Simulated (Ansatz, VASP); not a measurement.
**OsC6 in VASP and in Ansatz**

```
Os C
1.0
     0.00000    3.20146    3.20146
     3.20146    0.00000    3.20146
     3.20146    3.20146    0.00000
Os C
1 6
Direct
  0.00000 0.00000 0.00000
  0.32224 0.67776 0.67776
  0.67776 0.32224 0.32224
  0.67776 0.32224 0.67776
  0.32224 0.67776 0.32224
  0.67776 0.67776 0.32224
  0.32224 0.32224 0.67776
```

Alike in both runs: functional PBE; k mesh 4 × 4 × 4; occupations gaussian, width 0.1 eV; no spin polarisation.

Ansatz relaxed the structure, and its values are those at the end. VASP's run is a single point on that final structure, the one shown.

```csv
,VASP,Ansatz
version,VASP 6.6.1,Ansatz 0.2.0
potentials or method,"VASP PAW PBE potentials, release 64 (Os_sv_GW, C), cutoff 600 eV","scalar-relativistic, plane waves, PAW"
valence electrons in the cell,40,40
```

```csv
,VASP,Ansatz,Ansatz less VASP
gap on the k mesh at the Fermi level (eV),0.92,0.92,+0.002
least direct gap on the mesh (eV),0.92,0.92,+0.002
pressure (GPa),0.0,0.0,-0.01
rms of the force components (eV/Å),0.048,0.000,-0.0479
```

With one functional, cell and mesh, what is left measures potentials, basis and numerics.

The k mesh is coarse, so the values compare programs but aren't converged. Neither program's run includes spin-orbit coupling.
